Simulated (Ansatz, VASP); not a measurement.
**Sb: VASP beside Ansatz**

INCAR

```
SYSTEM = Sb
PREC     = Accurate       ! precision mode
ENCUT    = 500            ! plane-wave cutoff, eV
EDIFF    = 1E-6           ! SCF threshold, eV
ISMEAR   = 0              ! smearing method
SIGMA    = 0.1            ! smearing width, eV
LREAL    = .FALSE.        ! projectors in reciprocal space
LASPH    = .TRUE.         ! aspherical terms in the spheres
NELM     = 120            ! most SCF steps
ALGO     = Normal         ! electronic algorithm
ISIF     = 2              ! what is computed and relaxed
LWAVE    = .FALSE.        ! write WAVECAR
LCHARG   = .FALSE.        ! write CHGCAR
GGA      = PS             ! functional
NBANDS   = 22             ! bands
GGA_COMPAT= .FALSE.
```

KPOINTS

```
regular mesh
0
G
  6 6 6
  0 0 0
```

File POSCAR:

```
Sb
1.0
    2.1506003320      1.2416496806      3.7440000000
   -2.1506003320      1.2416496806      3.7440000000
    0.0000000000     -2.4832993611      3.7440000000
Sb
2
Direct
    0.2336400000      0.2336400000      0.2336400000
    0.7663600000      0.7663600000      0.7663600000
```

Input for Ansatz:

```yaml
crystal:
  lattice:
    - [2.150600332, 1.2416496806, 3.744]
    - [-2.150600332, 1.2416496806, 3.744]
    - [0.0, -2.4832993611, 3.744]
  atoms:
    - { symbol: Sb, position: [0.23364, 0.23364, 0.23364] }
    - { symbol: Sb, position: [0.76636, 0.76636, 0.76636] }
basis:
  ecutwfc: 420
kpoints:
  mp_grid: { grid: [6, 6, 6] }
hamiltonian:
  xc: pbesol
scf:
  occupations: { method: gaussian, width: 0.1 }
output:
  forces: true
  stress: true
  eigenvalues: true
```

Alike in both runs: task single point; functional PBEsol; k mesh 6 × 6 × 6; occupations gaussian, width 0.1 eV; no spin polarisation.

|  | VASP | Ansatz |
| --- | --- | --- |
| version | VASP 6.6.1 | Ansatz 0.2.0 |
| potentials or method | VASP PAW PBE potentials, release 64 (Sb_d_GW), cutoff 500 eV | scalar-relativistic, plane waves, PAW |
| valence electrons in the cell | 30 | 30 |

```csv
,VASP,Ansatz,Ansatz less VASP
gap on the k mesh at the Fermi level (eV),none,none,-
pressure (GPa),0.4,0.4,+0.04
"traceless stress, the component that is largest in VASP (GPa)",-0.20,-0.20,+0.001
rms of the force components (eV/Å),0.021,0.021,+0.0001
```

VASP's potentials were made for PBE, not for PBEsol. Atom by atom the forces differ by 0.000 eV/Å (rms over components). A gap of «none» marks a metal or a gap that the smearing closes.

Spin-orbit coupling is off throughout.
